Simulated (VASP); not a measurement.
# Mg2C (I4/mmm) in VASP: single point with HSE06

Aim: the single point of Mg2C with HSE06.

Program: VASP 6.6.1. These are calculated values, not measurements. Logs are shortened: lines on timing, memory, paths and dates and some standing lists are left out, and cuts for length are marked.

**1. The cell of the first run**

The structure is tetragonal, space group I4/mmm (No. 139). Conventional cell: a = 3.834 Å, b = 3.834 Å, c = 5.187 Å, α = 90.00°, β = 90.00°, γ = 90.00°. C (site symmetry 4/mmm) has 8 Mg at 2.31 Å within 3.1 Å. Mg (site symmetry -4m2) has 4 C at 2.31 Å and 6 Mg at 2.59 to 2.71 Å within 3.1 Å.

**2. Single point, HSE06 (uniaxial x strain -4.3%)**

POSCAR reads:

```
Mg2C
1.0
    0.0000000000      2.7109426181      2.7109426181
    2.5935588028      0.0000000000      2.7109426181
    2.5935588028      2.7109426181      0.0000000000
C Mg
1 2
Direct
    0.0000000000      0.0000000000      0.0000000000
    0.2500000000      0.2500000000      0.2500000000
    0.7500000000      0.7500000000      0.7500000000
```

INCAR.step1 reads:

```
SYSTEM = Mg2C
PREC     = Accurate       ! precision mode
ENCUT    = 520            ! plane-wave cutoff, eV
EDIFF    = 1E-5           ! SCF threshold, eV
ISMEAR   = 0              ! smearing method
SIGMA    = 0.01           ! smearing width, eV
LREAL    = .False.        ! projectors in reciprocal space
LASPH    = .True.         ! aspherical terms in the spheres
NELM     = 100            ! most SCF steps
ALGO     = Normal         ! electronic algorithm
ISIF     = 2              ! what is computed and relaxed
LWAVE    = .True.         ! write WAVECAR
LCHARG   = .False.        ! write CHGCAR
GGA      = PE             ! functional
NBANDS   = 11             ! bands
```

INCAR.step2 reads:

```
SYSTEM = Mg2C
PREC     = Accurate       ! precision mode
ENCUT    = 520            ! plane-wave cutoff, eV
EDIFF    = 1E-7           ! SCF threshold, eV
ISMEAR   = 0              ! smearing method
SIGMA    = 0.01           ! smearing width, eV
LREAL    = .False.        ! projectors in reciprocal space
LASPH    = .True.         ! aspherical terms in the spheres
NELM     = 100            ! most SCF steps
ALGO     = Normal         ! electronic algorithm
ISIF     = 2              ! what is computed and relaxed
LWAVE    = .False.        ! write WAVECAR
LCHARG   = .False.        ! write CHGCAR
GGA      = PE             ! functional
LHFCALC  = .True.         ! exact exchange
HFSCREEN = 0.2079         ! screening, 1/A
PRECFOCK = Normal       
ISTART   = 1            
NBANDS   = 11             ! bands
```

KPOINTS reads:

```
regular mesh
0
Gamma
  6 6 6
  0 0 0
```

Potentials or basis: VASP PAW PBE potentials, release 64 (C, Mg).

Run with:

```
$ cat potpaw_PBE.64/C/POTCAR potpaw_PBE.64/Mg/POTCAR > POTCAR
$ cp INCAR.step1 INCAR
$ mpirun -np 1 vasp_std > vasp.out
$ cp INCAR.step2 INCAR
$ mpirun -np 1 vasp_std > vasp.out
```

OUTCAR:

```text
SYSTEM = Mg2C
   PREC = Accurate
   ENCUT = 520
   EDIFF = 1E-7
   ISMEAR = 0
   LREAL = .False.
   LASPH = .True.
   NELM = 100
   ISIF = 2
   GGA = PE
   LHFCALC = .True.
   HFSCREEN = 0.2079
   PRECFOCK = Normal
   ISTART = 1

 ion  position               nearest neighbor table
   1  0.000  0.000  0.000-   3 2.31   2 2.31   3 2.31   2 2.31   3 2.31   3 2.31   2 2.31   2 2.31

   2  0.250  0.250  0.250-   1 2.31   1 2.31   1 2.31   1 2.31   3 2.59   3 2.59   3 2.71   3 2.71
                             3 2.71   3 2.71
   3  0.750  0.750  0.750-   1 2.31   1 2.31   1 2.31   1 2.31   2 2.59   2 2.59   2 2.71   2 2.71
                             2 2.71   2 2.71

  LATTYP: Found a body centered tetragonal cell.
 ALAT       =     3.8338518173
 C/A-ratio  =     1.3529781152

  Lattice vectors:

 A1 = (  -2.5935588028,   0.0000000000,  -2.7109426181)
 A2 = (  -2.5935588028,   0.0000000000,   2.7109426181)
 A3 = (   2.5935588028,   2.7109426181,   0.0000000000)

Analysis of symmetry for initial positions (statically):
=====================================================================
 Subroutine PRICEL returns:
 Original cell was already a primitive cell.

 Routine SETGRP: Setting up the symmetry group for a
 body centered tetragonal supercell.

 Subroutine GETGRP returns: Found 16 space group operations
 (whereof 16 operations were pure point group operations)
 out of a pool of 16 trial point group operations.

The static configuration has the point symmetry D_4h.

Analysis of symmetry for dynamics (positions and initial velocities):
=====================================================================
 Subroutine PRICEL returns:
 Original cell was already a primitive cell.

 Routine SETGRP: Setting up the symmetry group for a
 body centered tetragonal supercell.

 Subroutine GETGRP returns: Found 16 space group operations
 (whereof 16 operations were pure point group operations)
 out of a pool of 16 trial point group operations.

The dynamic configuration has the point symmetry D_4h.

 Subroutine INISYM returns: Found 16 space group operations
 (whereof 16 operations are pure point group operations),
 and found     1 'primitive' translations

----------------------------------------------------------------------------------------

                                     Primitive cell

  volume of cell :      38.1212

  direct lattice vectors                    reciprocal lattice vectors
     0.000000000  2.710942618  2.710942618    -0.192785295  0.184437692  0.184437692
     2.593558803  0.000000000  2.710942618     0.192785295 -0.184437692  0.184437692
     2.593558803  2.710942618  0.000000000     0.192785295  0.184437692 -0.184437692

  length of vectors
     3.833851817  3.751767203  3.751767203     0.324346566  0.324346566  0.324346566

  position of ions in fractional coordinates (direct lattice)
     0.000000000  0.000000000  0.000000000
     0.250000000  0.250000000  0.250000000
     0.750000000  0.750000000  0.750000000

  ion indices of the primitive-cell ions
   primitive index   ion index
                 1           1
                 2           2
                 3           3

----------------------------------------------------------------------------------------

 KPOINTS: regular mesh

Automatic generation of k-mesh.
 Grid dimensions read from file:
 generate k-points for:    6    6    6

 Generating k-lattice:

  Cartesian coordinates                     Fractional coordinates (reciprocal lattice)
    -0.032130883  0.030739615  0.030739615     0.166666667  0.000000000  0.000000000
     0.032130883 -0.030739615  0.030739615     0.000000000  0.166666667  0.000000000
     0.032130883  0.030739615 -0.030739615     0.000000000  0.000000000  0.166666667

  Length of vectors
     0.054057761  0.054057761  0.054057761

  Shift w.r.t. Gamma in fractional coordinates (k-lattice)
     0.000000000  0.000000000  0.000000000

 Subroutine IBZKPT returns following result:
 ===========================================

 Found     30 irreducible k-points:

 Following reciprocal coordinates:
            Coordinates               Weight
  0.000000  0.000000  0.000000      1.000000
  0.166667  0.000000  0.000000      8.000000
  0.333333  0.000000  0.000000      8.000000
  0.500000  0.000000  0.000000      4.000000
  0.166667  0.166667  0.000000      4.000000
  0.333333  0.166667  0.000000     16.000000
[... 16 lines left out ...]
 -0.333333  0.500000  0.166667      4.000000
  0.333333 -0.333333  0.166667      8.000000
 [... further k-points ...]
   k-points           NKPTS =     30   k-points in BZ     NKDIM =    216   number of bands    NBANDS=     11
   number of dos      NEDOS =    301   number of ions     NIONS =      3
   total plane-waves  NPLWV =  23520
   dimension x,y,z NGX =    30 NGY =   28 NGZ =   28
   dimension x,y,z NGXF=    60 NGYF=   56 NGZF=   56
   ions per type =               1   2
   NGX,Y,Z   is equivalent  to a cutoff of  13.01, 12.41, 12.41 a.u.
   NGXF,Y,Z  is equivalent  to a cutoff of  26.02, 24.81, 24.81 a.u.
 SYSTEM =  Mg2C
   PREC   = accura    normal or accurate (medium, high low for compatibility)
   ISTART =      1    job   : 0-new  1-cont  2-samecut
   ICHARG =      0    charge: 1-file 2-atom 10-const
   ISPIN  =      1    spin polarized calculation?
   LNONCOLLINEAR =      F non collinear calculations
   LSORBIT =      F    spin-orbit coupling
   LASPH  =      T    aspherical Exc in radial PAW
   ENCUT  =  520.0 eV  38.22 Ry    6.18 a.u.   7.13  6.98  6.98*2*pi/ulx,y,z
   NELM   =    100;   NELMIN=  2; NELMDL=  0     # of ELM steps
   EDIFF  = 0.1E-06   stopping-criterion for ELM
   LREAL  =      F    real-space projection
   EDIFFG = 0.1E-05   stopping-criterion for IOM
   NSW    =      0    number of steps for IOM
   IBRION =     -1    ionic relax: 0-MD 1-quasi-New 2-CG
   NFREE  =      0    steps in history (QN), initial steepest desc. (CG)
   ISIF   =      2    stress and relaxation
   ISYM   =      3    0-nonsym 1-usesym 2-fastsym
   POTIM  = 0.5000    time-step for ionic-motion
   TEBEG  =    0.0;   TEEND  =   0.0 temperature during run
   PSTRESS=    0.0 pullay stress
   NELECT =       8.0000    total number of electrons
   NUPDOWN=      -1.0000    fix difference up-down
   EMIN   =  10.00;   EMAX   =-10.00  energy-range for DOS
   EFERMI =   0.00;   METHOD = LEGACY
   ISMEAR =     0;   SIGMA  =   0.01  broadening in eV -4-tet -1-fermi 0-gaus
   EFERMI_NEDOS =   21; number of points for ismear=-14 and -15
   IALGO  =     38    algorithm
   IMIX   =      1    mixing-type and parameters
     AMIX     =   0.40;   BMIX     =  1.00
     AMIX_MAG =   1.60;   BMIX_MAG =  1.00
  volume/ion in A,a.u.               =      12.71        85.75
  Fermi-wavevector in a.u.,A,eV,Ry     =   0.972858  1.838434 12.877258  0.946452
  Thomas-Fermi vector in A             =   2.103190
   LORBIT       =      0    0 simple, 1 ext, 2 COOP (PROOUT), +10 PAW based schemes
   GGA     = PE    functional components
   LHFCALC =     T    Hartree Fock is set to
   PRECFOCK=normal    Normal, Fast or Accurate (Low or Medium for compatibility)
   ENCUT4O =  -1.0   cutoff for four orbital integrals eV
   NKREDX  =     1    reduce k-point grid by
   NKREDY  =     1    reduce k-point grid by
   NKREDZ  =     1    reduce k-point grid by
   AEXX    =    0.2500 exact exchange contribution
   HFSCREEN=    0.2079 screening length (either q_TF or 0.3 A-1)
   HFSCREENC=   0.2079 screening length for correlation (either q_TF or 0.3 A-1)
   ENCUTFOCK=  -1.0 apply spherical cutoff to Coloumb kernel
   IVDW    =     0    specifies the selected vdW correction
   LEPSILON=     F    determine dielectric tensor
   LRPA    =     F    only Hartree local field effects (RPA)
 non-spin polarized calculation
 Gauss-broadening in eV      SIGMA  =   0.01
  energy-cutoff  :      520.00
  volume of cell :       38.12
 maximum number of plane-waves:      1042
 NGX is ok and might be reduce to    30
  NGX = 24; NGY = 24; NGZ = 24

 number of electron       8.0000000 magnetization

 Free energy of the ion-electron system (eV)
  ---------------------------------------------------
  ext. energy  EPLUGINS =         0.00000000
  ---------------------------------------------------
  free energy    TOTEN  =       -12.88815944 eV

  energy without entropy =      -12.88815944  energy(sigma->0) =      -12.88815944

 E-fermi :   3.7040     XC(G=0):  -8.3576

 val. band max:        3.6152957949   @ k =   0.0000   0.0000   0.0000
 cond. band min:       4.8052979278   @ k =   0.0000   0.5000   0.5000
 fundamental gap:      1.1900021329
 Fermi energy:         3.7040265687

 k-point     1 :       0.0000    0.0000    0.0000
  band No.  band energies     occupation
      1      -8.6697      2.00000
      2       3.4282      2.00000
      3       3.4282      2.00000
      4       3.6153      2.00000
      5       6.1048      0.00000
      6      11.2434      0.00000
      7      11.5571      0.00000
      8      11.5571      0.00000
      9      14.1082      0.00000
     10      14.9135      0.00000
     11      15.2713      0.00000

 k-point     2 :       0.1667    0.0000    0.0000
  band No.  band energies     occupation
      1      -8.3396      2.00000
      2       1.6779      2.00000
      3       3.2656      2.00000
      4       3.4482      2.00000
      5       7.3779      0.00000
      6      11.1528      0.00000
      7      11.5428      0.00000
      8      11.7803      0.00000
      9      13.1578      0.00000
     10      13.4436      0.00000
     11      15.3567      0.00000

 k-point     3 :       0.3333    0.0000    0.0000
  band No.  band energies     occupation
      1      -7.5015      2.00000
      2      -0.7050      2.00000
      3       2.9826      2.00000
      4       3.2639      2.00000
      5       8.1104      0.00000
      6      10.4558      0.00000
      7      10.7392      0.00000
      8      11.3181      0.00000
      9      14.5589      0.00000
     10      14.9688      0.00000
     11      15.8167      0.00000
[... 267 lines left out ...]
 k-point    23 :      -0.3333    0.5000    0.1667
  band No.  band energies     occupation
      1      -6.3313      2.00000
      2      -0.6765      2.00000
      3       1.0167      2.00000
      4       1.0327      2.00000
      5       6.7627      0.00000
      6      10.6912      0.00000
      7      11.6608      0.00000
      8      12.9951      0.00000
      9      15.6327      0.00000
     10      16.3749      0.00000
     11      20.8223      0.00000

 k-point    24 :       0.3333   -0.3333    0.1667
  band No.  band energies     occupation
      1      -6.4962      2.00000
      2      -0.8435      2.00000
      3       0.5853      2.00000
      4       1.8136      2.00000
      5       8.0072      0.00000
      6      10.6505      0.00000
      7      12.3360      0.00000
      8      12.6038      0.00000
      9      14.6354      0.00000
     10      15.4814      0.00000
     11      19.7960      0.00000

 [... further k-points ...]
[... 5 lines left out ...]
  --------------------------------------------------------------------------------------
  -------------------------------------------------------------------------------------
  Total        3.2325887     -0.0965016     -0.0965016      0.0000000      0.0000000      0.0000000
  in kB      135.8608362     -4.0558170     -4.0558170      0.0000000      0.0000000      0.0000000
  external PRESSURE =      42.5830674 kB  Pullay stress =       0.0000000 kB

 VOLUME and BASIS-vectors are now :
 -----------------------------------------------------------------------------
  energy-cutoff  :      520.00
  volume of cell :       38.12
      direct lattice vectors                 reciprocal lattice vectors
     0.000000000  2.710942618  2.710942618    -0.192785295  0.184437692  0.184437692
     2.593558803  0.000000000  2.710942618     0.192785295 -0.184437692  0.184437692
     2.593558803  2.710942618  0.000000000     0.192785295  0.184437692 -0.184437692

 POSITION                                       TOTAL-FORCE (eV/Angst)
 -----------------------------------------------------------------------------------
      0.00000      0.00000      0.00000         0.000000      0.000000     -0.000000
      1.29678      1.35547      1.35547        -0.000000      0.000000      0.000000
      3.89034      4.06641      4.06641         0.000000     -0.000000     -0.000000
 -----------------------------------------------------------------------------------
    total drift:                                0.000000     -0.000000     -0.000000

  FREE ENERGIE OF THE ION-ELECTRON SYSTEM (eV)
  ---------------------------------------------------
  free  energy   TOTEN  =       -12.8881594376 eV

  energy  without entropy=      -12.8881594376  energy(sigma->0) =      -12.88815944
```

It took 61 min on 1 thread of AMD EPYC 7R43 (Zen 3), shared host; peak memory 0.25 GiB.

Results:

```
Free energy            : -12.8882 eV
Pressure               : 4.3 GPa
Band gap on the k mesh : 1.19 eV (least direct gap 2.49 eV)
```

Caveat: the cell differs from its parent crystal (uniaxial x strain -4.3%); the stress differs along the axes, from -0 to 14 GPa; the structure was generated, so it needn't be the stable form of Mg2C; the PAW data sets were made with another functional, which shifts forces and pressure a little. A k mesh can miss the band edges.
